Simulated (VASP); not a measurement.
# Sb5S2 (R-3m) in VASP: further runs

Runs on Sb5S2. Level: PBE. Tasks: single point.

Everything below comes from runs of VASP 6.6.1. Logs are shortened: lines on timing, memory, paths and dates and some standing lists are left out, and cuts for length are marked.

### Step 1. The cell of the first run

Symmetry: R-3m, No. 166, trigonal system. The conventional cell has a = 6.994 Å, b = 6.994 Å, c = 13.912 Å, α = 90.00°, β = 90.00°, γ = 120.00°. Sb (site symmetry 2/m) has 2 S at 2.75 Å and 8 Sb at 3.07 to 3.50 Å within 3.6 Å. Within 3.7 Å of Sb (site symmetry -3m) lie 2 S at 2.77 Å and 6 Sb at 3.50 Å. Within 4.0 Å of Sb (site symmetry -3m) lie 6 Sb at 3.07 Å. Within 3.6 Å of S (site symmetry 3m) lie 4 Sb at 2.75 to 2.77 Å.

### Step 2. Single point, PBE

Contents of INCAR:

```
SYSTEM = Sb5S2
PREC     = Accurate       ! precision mode
ENCUT    = 520            ! plane-wave cutoff, eV
EDIFF    = 1E-6           ! SCF threshold, eV
ISMEAR   = 0              ! smearing method
SIGMA    = 0.2            ! smearing width, eV
LREAL    = .False.        ! projectors in reciprocal space
LASPH    = .True.         ! aspherical terms in the spheres
NELM     = 80             ! most SCF steps
ALGO     = Normal         ! electronic algorithm
ISIF     = 2              ! what is computed and relaxed
LWAVE    = .False.        ! write WAVECAR
LCHARG   = .False.        ! write CHGCAR
GGA      = PE             ! functional
NBANDS   = 28             ! bands
```

Contents of KPOINTS:

```
Automatic mesh
0
Gamma
  3 3 3
  0 0 0
```

Contents of POSCAR:

```
Sb5S2
1.0
    3.4967673932      2.0188595957      4.6372850951
   -3.4967673932      2.0188595957      4.6372850951
    0.0000000000     -4.0377191915      4.6372850951
Sb S
5 2
Direct
    0.5000000000      0.5000000000      0.0000000000
    0.0000000000      0.5000000000      0.5000000000
    0.5000000000      0.0000000000      0.5000000000
    0.0000000000      0.0000000000      0.0000000000
    0.5000000000      0.5000000000      0.5000000000
    0.8008373483      0.8008373483      0.8008373483
    0.1991626517      0.1991626517      0.1991626517
```

Potentials or basis: VASP PAW PBE potentials, release 64 (Sb, S).

Command:

```sh
$ cat potpaw_PBE.64/Sb/POTCAR potpaw_PBE.64/S/POTCAR > POTCAR
$ mpirun -np 1 vasp_std > vasp.out
```

OUTCAR:

```text
SYSTEM = Sb5S2
   PREC = Accurate
   ENCUT = 520
   EDIFF = 1E-6
   ISMEAR = 0
   LREAL = .False.
   LASPH = .True.
   NELM = 80
   ISIF = 2
   GGA = PE

 ion  position               nearest neighbor table
   1  0.500  0.500  0.000-   6 2.75   7 2.75   5 3.07   5 3.07   3 3.50   2 3.50   3 3.50   2 3.50
                             4 3.50   4 3.50
   2  0.000  0.500  0.500-   6 2.75   7 2.75   5 3.07   5 3.07   4 3.50   4 3.50   1 3.50   1 3.50
                             3 3.50   3 3.50
   3  0.500  0.000  0.500-   6 2.75   7 2.75   5 3.07   5 3.07   4 3.50   1 3.50   1 3.50   4 3.50
                             2 3.50   2 3.50
   4  0.000  0.000  0.000-   6 2.77   7 2.77   2 3.50   3 3.50   2 3.50   3 3.50   1 3.50   1 3.50

   5  0.500  0.500  0.500-   2 3.07   3 3.07   3 3.07   2 3.07   1 3.07   1 3.07
   6  0.801  0.801  0.801-   1 2.75   2 2.75   3 2.75   4 2.77
   7  0.199  0.199  0.199-   1 2.75   2 2.75   3 2.75   4 2.77

  LATTYP: Found a trigonal (rhomboedric) cell.
 ALAT       =     6.1487876303
 COS(alpha) =     0.3531784268

  Lattice vectors:

 A1 = (   3.4967673932,   2.0188595957,   4.6372850951)
 A2 = (  -3.4967673932,   2.0188595957,   4.6372850951)
 A3 = (   0.0000000000,  -4.0377191915,   4.6372850951)

Analysis of symmetry for initial positions (statically):
=====================================================================
 Subroutine PRICEL returns:
 Original cell was already a primitive cell.

 Routine SETGRP: Setting up the symmetry group for a
 trigonal (rhombohedral) supercell.

 Subroutine GETGRP returns: Found 12 space group operations
 (whereof 12 operations were pure point group operations)
 out of a pool of 12 trial point group operations.

The static configuration has the point symmetry D_3d.

Analysis of symmetry for dynamics (positions and initial velocities):
=====================================================================
 Subroutine PRICEL returns:
 Original cell was already a primitive cell.

 Routine SETGRP: Setting up the symmetry group for a
 trigonal (rhombohedral) supercell.

 Subroutine GETGRP returns: Found 12 space group operations
 (whereof 12 operations were pure point group operations)
 out of a pool of 12 trial point group operations.

The dynamic configuration has the point symmetry D_3d.

 Subroutine INISYM returns: Found 12 space group operations
 (whereof 12 operations are pure point group operations),
 and found     1 'primitive' translations

----------------------------------------------------------------------------------------

                                     Primitive cell

  volume of cell :     196.4210

  direct lattice vectors                    reciprocal lattice vectors
     3.496767393  2.018859596  4.637285095     0.142989208  0.082554858  0.071881139
    -3.496767393  2.018859596  4.637285095    -0.142989208  0.082554858  0.071881139
     0.000000000 -4.037719191  4.637285095     0.000000000 -0.165109715  0.071881139

  length of vectors
     6.148787630  6.148787630  6.148787630     0.180078084  0.180078084  0.180078084

  position of ions in fractional coordinates (direct lattice)
     0.500000000  0.500000000  0.000000000
     0.000000000  0.500000000  0.500000000
     0.500000000  0.000000000  0.500000000
     0.000000000  0.000000000  0.000000000
     0.500000000  0.500000000  0.500000000
     0.800837348  0.800837348  0.800837348
     0.199162652  0.199162652  0.199162652

  ion indices of the primitive-cell ions
   primitive index   ion index
                 1           1
                 2           2
                 3           3
                 4           4
                 5           5
                 6           6
                 7           7

----------------------------------------------------------------------------------------

 KPOINTS: Automatic mesh

Automatic generation of k-mesh.
 Grid dimensions read from file:
 generate k-points for:    3    3    3

 Generating k-lattice:

  Cartesian coordinates                     Fractional coordinates (reciprocal lattice)
     0.047663069  0.027518286  0.023960380     0.333333333  0.000000000 -0.000000000
    -0.047663069  0.027518286  0.023960380     0.000000000  0.333333333 -0.000000000
     0.000000000 -0.055036572  0.023960380     0.000000000  0.000000000  0.333333333

  Length of vectors
     0.060026028  0.060026028  0.060026028

  Shift w.r.t. Gamma in fractional coordinates (k-lattice)
     0.000000000  0.000000000  0.000000000

 Subroutine IBZKPT returns following result:
 ===========================================

 Found      6 irreducible k-points:

 Following reciprocal coordinates:
            Coordinates               Weight
  0.000000  0.000000  0.000000      1.000000
  0.333333  0.000000  0.000000      6.000000
  0.333333  0.333333  0.000000      6.000000
 -0.333333  0.333333  0.000000      6.000000
  0.333333  0.333333  0.333333      2.000000
 -0.333333  0.333333  0.333333      6.000000
   k-points           NKPTS =      6   k-points in BZ     NKDIM =      6   number of bands    NBANDS=     28
   number of dos      NEDOS =    301   number of ions     NIONS =      7
   total plane-waves  NPLWV = 110592
   dimension x,y,z NGX =    48 NGY =   48 NGZ =   48
   dimension x,y,z NGXF=    96 NGYF=   96 NGZF=   96
   ions per type =               5   2
   NGX,Y,Z   is equivalent  to a cutoff of  12.98, 12.98, 12.98 a.u.
   NGXF,Y,Z  is equivalent  to a cutoff of  25.96, 25.96, 25.96 a.u.
 SYSTEM =  Sb5S2
   PREC   = accura    normal or accurate (medium, high low for compatibility)
   ISTART =      0    job   : 0-new  1-cont  2-samecut
   ICHARG =      2    charge: 1-file 2-atom 10-const
   ISPIN  =      1    spin polarized calculation?
   LNONCOLLINEAR =      F non collinear calculations
   LSORBIT =      F    spin-orbit coupling
   LASPH  =      T    aspherical Exc in radial PAW
   ENCUT  =  520.0 eV  38.22 Ry    6.18 a.u.  11.43 11.43 11.43*2*pi/ulx,y,z
   NELM   =     80;   NELMIN=  2; NELMDL= -5     # of ELM steps
   EDIFF  = 0.1E-05   stopping-criterion for ELM
   LREAL  =      F    real-space projection
   EDIFFG = 0.1E-04   stopping-criterion for IOM
   NSW    =      0    number of steps for IOM
   IBRION =     -1    ionic relax: 0-MD 1-quasi-New 2-CG
   NFREE  =      0    steps in history (QN), initial steepest desc. (CG)
   ISIF   =      2    stress and relaxation
   ISYM   =      2    0-nonsym 1-usesym 2-fastsym
   POTIM  = 0.5000    time-step for ionic-motion
   TEBEG  =    0.0;   TEEND  =   0.0 temperature during run
   PSTRESS=    0.0 pullay stress
   NELECT =      37.0000    total number of electrons
   NUPDOWN=      -1.0000    fix difference up-down
   EMIN   =  10.00;   EMAX   =-10.00  energy-range for DOS
   EFERMI =   0.00;   METHOD = LEGACY
   ISMEAR =     0;   SIGMA  =   0.20  broadening in eV -4-tet -1-fermi 0-gaus
   EFERMI_NEDOS =   21; number of points for ismear=-14 and -15
   IALGO  =     38    algorithm
   IMIX   =      4    mixing-type and parameters
     AMIX     =   0.40;   BMIX     =  1.00
     AMIX_MAG =   1.60;   BMIX_MAG =  1.00
  volume/ion in A,a.u.               =      28.06       189.36
  Fermi-wavevector in a.u.,A,eV,Ry     =   0.938454  1.773420 11.982583  0.880695
  Thomas-Fermi vector in A             =   2.065667
   LORBIT       =      0    0 simple, 1 ext, 2 COOP (PROOUT), +10 PAW based schemes
   GGA     = PE    functional components
   LHFCALC =     F    Hartree Fock is set to
   AEXX    =    0.0000 exact exchange contribution
   IVDW    =     0    specifies the selected vdW correction
   LEPSILON=     F    determine dielectric tensor
   LRPA    =     F    only Hartree local field effects (RPA)
 non-spin polarized calculation
 Gauss-broadening in eV      SIGMA  =   0.20
  energy-cutoff  :      520.00
  volume of cell :      196.42
 maximum number of plane-waves:      5307
 NGX is ok and might be reduce to    48
   NGX = 23   NGY = 23   NGZ = 23

 number of electron      36.9999999 magnetization

 Free energy of the ion-electron system (eV)
  ---------------------------------------------------
  ext. energy  EPLUGINS =         0.00000000
  ---------------------------------------------------
  free energy    TOTEN  =       -28.56419389 eV

  energy without entropy =      -28.49883647  energy(sigma->0) =      -28.53151518

 E-fermi :   6.6367     XC(G=0):  -9.4266

 val. band max:        6.5738230494   @ k =  -0.3333   0.3333   0.3333
 cond. band min:       6.6585392039   @ k =   0.3333   0.3333   0.0000
 fundamental gap:      0.0847161545
 Fermi energy:         6.6367130980

 k-point     1 :       0.0000    0.0000    0.0000
  band No.  band energies     occupation
      1      -7.4927      2.00000
      2      -6.4486      2.00000
      3      -4.2342      2.00000
      4      -2.5287      2.00000
      5      -2.5287      2.00000
      6      -2.5186      2.00000
[... 20 lines left out ...]
     27      10.9881      0.00000
     28      11.0032      0.00000

 k-point     2 :       0.3333    0.0000    0.0000
  band No.  band energies     occupation
      1      -7.2112      2.00000
      2      -6.6687      2.00000
      3      -4.3557      2.00000
      4      -2.9547      2.00000
      5      -2.7445      2.00000
      6      -2.5685      2.00000
[... 20 lines left out ...]
     27      10.8266      0.00000
     28      10.8610      0.00000

 k-point     3 :       0.3333    0.3333    0.0000
  band No.  band energies     occupation
      1      -7.1062      2.00000
      2      -6.6482      2.00000
      3      -4.4196      2.00000
      4      -3.3674      2.00000
      5      -2.8369      2.00000
      6      -2.6526      2.00000
[... 20 lines left out ...]
     27       9.7738      0.00000
     28      11.1001      0.00000

 k-point     4 :      -0.3333    0.3333    0.0000
  band No.  band energies     occupation
      1      -6.9207      2.00000
      2      -6.8110      2.00000
      3      -4.5377      2.00000
      4      -3.3273      2.00000
      5      -3.2618      2.00000
      6      -2.1765      2.00000
[... 20 lines left out ...]
     27      10.2589      0.00000
     28      11.3749      0.00000

 k-point     5 :       0.3333    0.3333    0.3333
  band No.  band energies     occupation
      1      -7.0951      2.00000
      2      -6.6215      2.00000
      3      -4.4232      2.00000
      4      -3.2021      2.00000
      5      -2.7045      2.00000
      6      -2.7045      2.00000
[... 20 lines left out ...]
     27       9.7489      0.00000
     28       9.7489      0.00000

 k-point     6 :      -0.3333    0.3333    0.3333
  band No.  band energies     occupation
      1      -6.8994      2.00000
      2      -6.7277      2.00000
      3      -4.3786      2.00000
      4      -4.1317      2.00000
      5      -2.7893      2.00000
      6      -1.9234      2.00000
[... 20 lines left out ...]
     27       9.6558      0.00000
     28      10.1833      0.00000

------------------------ aborting loop because EDIFF is reached ----------------------------------------

  FORCE on cell =-STRESS in cart. coord.  units (eV):
  Direction    XX          YY          ZZ          XY          YZ          ZX
  --------------------------------------------------------------------------------------
  -------------------------------------------------------------------------------------
  Total        0.0340566      0.0340566     -0.1629633     -0.0000000      0.0000000      0.0000000
  in kB        0.2777951      0.2777951     -1.3292674     -0.0000000      0.0000000      0.0000000
  external PRESSURE =      -0.2578924 kB  Pullay stress =       0.0000000 kB

 VOLUME and BASIS-vectors are now :
 -----------------------------------------------------------------------------
  energy-cutoff  :      520.00
  volume of cell :      196.42
      direct lattice vectors                 reciprocal lattice vectors
     3.496767393  2.018859596  4.637285095     0.142989208  0.082554858  0.071881139
    -3.496767393  2.018859596  4.637285095    -0.142989208  0.082554858  0.071881139
     0.000000000 -4.037719191  4.637285095     0.000000000 -0.165109715  0.071881139

 POSITION                                       TOTAL-FORCE (eV/Angst)
 -----------------------------------------------------------------------------------
      0.00000      2.01886      4.63729        -0.000000      0.000000      0.000000
     -1.74838     -1.00943      4.63729        -0.000000      0.000000      0.000000
      1.74838     -1.00943      4.63729        -0.000000      0.000000      0.000000
      0.00000      0.00000      0.00000        -0.000000      0.000000      0.000000
      0.00000     -0.00000      6.95593         0.000000      0.000000      0.000000
      0.00000     -0.00000     11.14113        -0.000000      0.000000     -0.004917
      0.00000     -0.00000      2.77072        -0.000000     -0.000000      0.004917
 -----------------------------------------------------------------------------------
    total drift:                                0.000000      0.000000     -0.000000

  FREE ENERGIE OF THE ION-ELECTRON SYSTEM (eV)
  ---------------------------------------------------
  free  energy   TOTEN  =       -28.5641938875 eV

  energy  without entropy=      -28.4988364678  energy(sigma->0) =      -28.53151518
```

It took 21 s on 1 thread of AMD EPYC 9R45 (Zen 5), shared host; peak memory 0.28 GiB.

Results:

```yaml
Free_energy: -28.5642 eV
Pressure: 0.0 GPa
Largest_force: 0.005 eV/Å
```

Forces in eV/Å, atoms in the order of the input:
```
Sb   0.000  0.000  0.000
Sb   0.000  0.000  0.000
Sb   0.000  0.000  0.000
Sb   0.000  0.000  0.000
Sb   0.000  0.000  0.000
S    0.000  0.000 -0.005
S    0.000  0.000  0.005
```

Caveat: the k points lie up to 0.38 Å⁻¹ apart; spin-orbit coupling is left out, which moves the levels of the heavy elements.

### Step 3. Single point, PBE

This run uses another cell than the first one, of 27.75 Å³/atom, 0.989 times its volume.

Contents of INCAR:

```
PREC     = Accurate       # precision mode
ENCUT    = 520            # plane-wave cutoff, eV
EDIFF    = 1E-6           # SCF threshold, eV
ISMEAR   = 0              # smearing method
SIGMA    = 0.2            # smearing width, eV
LREAL    = F              # projectors in reciprocal space
LASPH    = T              # aspherical terms in the spheres
NELM     = 100            # most SCF steps
ALGO     = Normal         # electronic algorithm
ISIF     = 2              # what is computed and relaxed
LWAVE    = F              # write WAVECAR
LCHARG   = F              # write CHGCAR
GGA      = PE             # functional
NBANDS   = 28             # bands
```

Contents of KPOINTS:

```
Automatic mesh
0
Gamma
  5 5 5
```

Contents of POSCAR:

```
Sb5S2
1.0
    2.0796566298      1.2006903151     12.9672131222
   -2.0796566298      1.2006903151     12.9672131222
    0.0000000000     -2.4013806301     12.9672131222
Sb S
5 2
Direct
    0.0000000000      0.0000000000      0.0000000000
    0.4262588370      0.4262588370      0.4262588370
    0.5737411630      0.5737411630      0.5737411630
    0.1345799765      0.1345799765      0.1345799765
    0.8654200235      0.8654200235      0.8654200235
    0.7046342307      0.7046342307      0.7046342307
    0.2953657693      0.2953657693      0.2953657693
```

Potentials or basis: VASP PAW PBE potentials, release 64 (Sb, S).

Command:

```sh
$ cat potpaw_PBE.64/Sb/POTCAR potpaw_PBE.64/S/POTCAR > POTCAR
$ mpirun -np 1 vasp_std > vasp.out
```

It took 12 min on 1 thread of AMD EPYC 9R45 (Zen 5), shared host; peak memory 1.4 GiB.

It converged, with:

* Free energy: -29.3330 eV
* Pressure: 0.0 GPa
* Largest force: 0.090 eV/Å

Forces on the atoms (eV/Å):
```
Sb   0.000  0.000  0.000
Sb   0.000  0.000 -0.089
Sb   0.000  0.000  0.089
Sb   0.000  0.000  0.090
Sb   0.000  0.000 -0.090
S    0.000  0.000 -0.032
S    0.000  0.000  0.032
```

Stress tensor (GPa, compression positive):
```
-0.12  0.00  0.00
 0.00 -0.12  0.00
 0.00  0.00  0.19
```

Levels at points of the mesh, in eV from the Fermi level:
| k point | band 14 | band 15 | band 16 | band 17 | band 18 | band 19 | band 20 | band 21 | band 22 | band 23 |
| --- | --- | --- | --- | --- | --- | --- | --- | --- | --- | --- |
| (0.00, 0.00, 0.00) | -0.46 | -0.46 | -0.32 | -0.32 | -0.04 | 0.02 | 1.63 | 1.63 | 1.78 | 1.98 |

Caveat: spin-orbit coupling is left out, which moves the levels of the heavy elements.
